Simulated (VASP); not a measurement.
Wanted: the native input for a VASP 6.6.1 run.

```yaml
Task: single point
Functional: PBE
Potentials_or_basis: VASP PAW PBE potentials, release 64 (Mg_sv, O)
Cutoff: 840 eV
k_mesh: 4 × 4 × 4
Occupations: fermi-dirac, width 0.1 eV
Spin: no spin polarisation
Dipole_correction: no
Further_INCAR_settings: ALGO = Normal; EDIFF = 1e-06; NBANDS = 15
```

The structure of MgO lies in POSCAR:

```
MgO
1.0
    0.0000000000      2.1205000000      2.1205000000
    2.1205000000      0.0000000000      2.1205000000
    2.1205000000      2.1205000000      0.0000000000
Mg O
1 1
Direct
    0.0000000000      0.0000000000      0.0000000000
    0.5000000000      0.5000000000      0.5000000000
```

The input as run:

INCAR

```
SYSTEM = MgO
ALGO = Normal
EDIFF = 1E-6
ENCUT = 840
GGA = PE
GGA_COMPAT = .False.
ISIF = 2
ISMEAR = -1
LASPH = .True.
LCHARG = .False.
LREAL = .False.
LWAVE = .False.
NBANDS = 15
NELM = 120
PREC = Accurate
SIGMA = 0.1
```

KPOINTS

```
k-points
0
Gamma
  4 4 4
  0 0 0
```

Potentials or basis: VASP PAW PBE potentials, release 64 (Mg_sv, O).

Command:

```bash
$ cat potpaw_PBE.64/Mg_sv/POTCAR potpaw_PBE.64/O/POTCAR > POTCAR
$ mpirun -np 1 vasp_std > vasp.out
```

It gave:

- Pressure: 1.4 GPa
- Band gap on the k mesh: 4.54 eV

Caveat: the k points lie up to 0.64 Å⁻¹ apart.

Wall time 5.9 s on 1 thread of AMD EPYC 7R43 64-Core Processor (Zen 3) (shared host), peak memory 0.12 GiB.
